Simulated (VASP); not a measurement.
# C (C2/m) in VASP: further runs, part 2 of 2

VASP 6.6.1.

## Step 4: Relaxation of cell and atoms, LDA, target pressure 22 GPa, at which the enthalpy is minimised

This run uses another cell than the first one, of 6.83 Å³/atom.

INCAR

```
SYSTEM = C
PREC = Accurate
ENCUT = 600
EDIFF = 1E-7
ISMEAR = 0
SIGMA = 0.01
LREAL = .FALSE.
LASPH = .TRUE.
NELM = 100
ALGO = Normal
ISIF = 3
LWAVE = .FALSE.
LCHARG = .FALSE.
GGA = CA
IBRION = 2
NSW = 80
EDIFFG = -0.001
PSTRESS = 220.0
```

KPOINTS

```
Automatic mesh
0
G
  18 18 14
  0 0 0
```

POSCAR

```
C
1.0
    2.0884844543     -1.2059099732     -0.0131347314
    2.0884844543      1.2059099732     -0.0131347314
   -1.3784587180      0.0000000000      2.7199222473
C
2
Direct
    0.8341159080      0.8341159080      0.0023419346
    0.1658840920      0.1658840920      0.9976580654
```

Potentials or basis: VASP PAW LDA potentials, release 64 (C).

On the command line:

```bash
$ cat potpaw_LDA.64/C/POTCAR > POTCAR
$ mpirun -np 1 vasp_std > vasp.out
```

OUTCAR:

```text
SYSTEM = C
   PREC = Accurate
   ENCUT = 600
   EDIFF = 1E-7
   ISMEAR = 0
   LREAL = .FALSE.
   LASPH = .TRUE.
   NELM = 100
   ISIF = 3
   GGA = CA
   IBRION = 2
   NSW = 80
   EDIFFG = -0.001
   PSTRESS = 220.0

 ion  position               nearest neighbor table
   1  0.834  0.834  0.002-   2 1.39   2 1.39   2 1.39
   2  0.166  0.166  0.998-   1 1.39   1 1.39   1 1.39

  LATTYP: Found a base centered monoclinic cell.
 ALAT       =     4.1770515137
 B/A-ratio  =     0.5773977023
 C/A-ratio  =     0.7300084209
 COS(beta)  =    -0.4576607486

  Lattice vectors:

 A1 = (   2.0884844543,  -1.2059099732,  -0.0131347314)
 A2 = (   2.0884844543,   1.2059099732,  -0.0131347314)
 A3 = (  -1.3784587180,   0.0000000000,   2.7199222473)

Analysis of symmetry for initial positions (statically):
=====================================================================
 Subroutine PRICEL returns:
 Original cell was already a primitive cell.

 Routine SETGRP: Setting up the symmetry group for a
 base centered monoclinic supercell.

 Subroutine GETGRP returns: Found  4 space group operations
 (whereof  4 operations were pure point group operations)
 out of a pool of  4 trial point group operations.

The static configuration has the point symmetry C_2h.

Analysis of symmetry for dynamics (positions and initial velocities):
=====================================================================
 Subroutine PRICEL returns:
 Original cell was already a primitive cell.

 Routine SETGRP: Setting up the symmetry group for a
 base centered monoclinic supercell.

 Subroutine GETGRP returns: Found  4 space group operations
 (whereof  4 operations were pure point group operations)
 out of a pool of  4 trial point group operations.

[... 140 lines left out ...]

 number of electron       8.0000001 magnetization

 Free energy of the ion-electron system (eV)
  ---------------------------------------------------
  ext. energy  EPLUGINS =         0.00000000
  ---------------------------------------------------
  free energy    TOTEN  =       -20.05598767 eV

  energy without entropy =      -20.05598767  energy(sigma->0) =      -20.05598767

------------------------ aborting loop because EDIFF is reached ----------------------------------------

  FORCE on cell =-STRESS in cart. coord.  units (eV):
  Direction    XX          YY          ZZ          XY          YZ          ZX
  --------------------------------------------------------------------------------------
  -------------------------------------------------------------------------------------
  Total        1.9483584      1.9462280      1.8371664      0.0000000      0.0000000      0.0007102
  in kB      228.5773922    228.3274496    215.5325726      0.0000000      0.0000000      0.0833216
  external PRESSURE =       4.1458048 kB  Pullay stress =     220.0000000 kB
[... 97 lines left out ...]
  energy  without entropy=      -20.0575209260  energy(sigma->0) =      -20.05752093

  enthalpy is  TOTEN    =       -18.1807858463 eV   P V=        1.8767350797

[... ionic steps 4 to 9 ...]

--------------------------------------- Ionic step       10  -------------------------------------------

 number of electron       8.0000001 magnetization

------------------------ aborting loop because EDIFF is reached ----------------------------------------
[... 71 lines left out ...]
--------------------------------------- Ionic step       12  -------------------------------------------

 number of electron       8.0000001 magnetization

 Free energy of the ion-electron system (eV)
  ---------------------------------------------------
  ext. energy  EPLUGINS =         0.00000000
  ---------------------------------------------------
  free energy    TOTEN  =       -20.05403967 eV

  energy without entropy =      -20.05403967  energy(sigma->0) =      -20.05403967

 E-fermi :   7.4158     XC(G=0): -12.2724

 val. band max:        7.2528995412   @ k =  -0.2778   0.3333   0.0714
 cond. band min:       7.4859152577   @ k =  -0.2778   0.3333   0.0714
 fundamental gap:      0.2330157165
 Fermi energy:         7.4157605673

 k-point     1 :       0.0000    0.0000    0.0000
  band No.  band energies     occupation
      1     -13.2731      2.00000
      2       2.0903      2.00000
      3       4.3186      2.00000
      4       4.3190      2.00000
      5      13.8719      0.00000
      6      16.0475      0.00000
      7      16.0476      0.00000
      8      18.8190      0.00000
[... 243 lines left out ...]
 k-point    24 :      -0.2222    0.0556    0.0000
  band No.  band energies     occupation
      1     -11.6227      2.00000
      2      -0.1579      2.00000
      3       2.0060      2.00000
      4       3.5765      2.00000
      5      13.9622      0.00000
      6      15.8688      0.00000
      7      16.8783      0.00000
      8      21.0050      0.00000

 [... further k-points ...]

------------------------ aborting loop because EDIFF is reached ----------------------------------------

  FORCE on cell =-STRESS in cart. coord.  units (eV):
  Direction    XX          YY          ZZ          XY          YZ          ZX
  --------------------------------------------------------------------------------------
  -------------------------------------------------------------------------------------
  Total        1.8737568      1.8729051      1.8741689      0.0000000      0.0000000      0.0011316
  in kB      220.0626746    219.9626490    220.1110766      0.0000000      0.0000000      0.1329025
  external PRESSURE =       0.0454668 kB  Pullay stress =     220.0000000 kB
[... 21 lines left out ...]
  energy  without entropy=      -20.0540396660  energy(sigma->0) =      -20.05403967

  enthalpy is  TOTEN    =       -18.1808165575 eV   P V=        1.8732231085

 reached required accuracy - stopping structural energy minimisation
```

OSZICAR:

```text
N       E                     dE             d eps       ncg     rms          rms(c)
DAV:   1    -0.322581489983E+01   -0.32258E+01   -0.49213E+03 20088   0.103E+03
DAV:   2    -0.213829417885E+02   -0.18157E+02   -0.17229E+02 28136   0.116E+02
DAV:   3    -0.215596034939E+02   -0.17666E+00   -0.17666E+00 23680   0.134E+01
[... 70 lines left out ...]
DAV:   4    -0.200540208299E+02   -0.23363E-09   -0.41327E-08 12520   0.241E-03
  11 F= -.18180816E+02 E0= -.18180816E+02  d E =-.279795E-06
       N       E                     dE             d eps       ncg     rms          rms(c)
DAV:   1    -0.200540396785E+02   -0.18849E-04   -0.11910E-05 19760   0.345E-02    0.103E-03
DAV:   2    -0.200540396660E+02    0.12475E-07   -0.86384E-08 31712   0.323E-03
  12 F= -.18180817E+02 E0= -.18180817E+02  d E =-.975765E-07
```

It took 7.3 min on 1 thread of Intel Xeon Platinum 8488C (Sapphire Rapids), shared host; peak memory 0.23 GiB.

What came out:

```yaml
Free_energy: -20.0540 eV
Relaxed_volume: 6.82 Å³/atom
Relaxed_cell: a = 2.413 Å, b = 2.413 Å, c = 3.044 Å, α = 113.39°, β = 113.39°, γ = 60.00°
Space_group_after_relaxing_to_0.1_Å: R-3m (No. 166)
Energy_change_on_relaxing_the_run_minimises_the_enthalpy: +1.0 meV/atom
Ionic_steps: 12
Pressure_after_relaxing: 22.0 GPa
```

The path:
```csv
step,energy change (eV),largest force (eV/Å),pressure (GPa),volume (Å³)
1,0.0000,0.0006,22.41,13.66
2,-0.0046,0.0046,20.43,13.69
3,-0.0015,0.0016,21.80,13.67
4,0.0000,0.0026,21.90,13.66
5,0.0010,0.0041,21.95,13.65
6,0.0029,0.0075,22.08,13.63
7,0.0017,0.0054,21.98,13.64
8,0.0021,0.0060,22.01,13.64
9,0.0019,0.0058,22.00,13.64
10,0.0022,0.0309,22.02,13.64
11,0.0020,0.0011,22.00,13.64
12,0.0019,0.0005,22.00,13.64
```

Final structure:
```cif
data_structure
_symmetry_space_group_name_H-M 'P 1'
_symmetry_Int_Tables_number 1
_cell_length_a 2.4129
_cell_length_b 2.4129
_cell_length_c 3.0443
_cell_angle_alpha 113.391
_cell_angle_beta 113.391
_cell_angle_gamma 60.004
_cell_volume 13.64
loop_
_atom_site_label
_atom_site_type_symbol
_atom_site_fract_x
_atom_site_fract_y
_atom_site_fract_z
_atom_site_occupancy
C1 C 0.83414 0.83414 0.00242 1
C2 C 0.16586 0.16586 0.99758 1
```

Caveat: the cell is relaxed towards a set pressure, so the run minimises the enthalpy, not the energy.

## Step 5: Summary

```tsv
task	cell	k mesh	pressure (GPa)
relaxation of cell and atoms	relaxed to 5 GPa from a = 2.445, b = 2.445, c = 3.615 Å, angles 109.7, 109.7, 60.0°, 2 atoms, atomic positions A	14 × 14 × 8	5.0
relaxation of shape and atoms at fixed volume	relaxed from a = 2.461, b = 2.461, c = 3.639 Å, angles 109.7, 109.7, 60.0°, 2 atoms, atomic positions A	14 × 14 × 8	-0.8
relaxation of cell and atoms	relaxed to 22 GPa from a = 2.412, b = 2.412, c = 3.049 Å, angles 113.3, 113.3, 60.0°, 2 atoms, atomic positions B	18 × 18 × 14	22.0
```

Alike in all rows: level LDA; potentials or basis VASP PAW LDA potentials, release 64 (C); no spin polarisation; cutoff (eV) 600; smearing gaussian 0.01 eV.

Caveats: the cell is relaxed towards a set pressure, so the run minimises the enthalpy, not the energy (at least some runs).

Absolute energies hang on the potentials; compare differences alone.
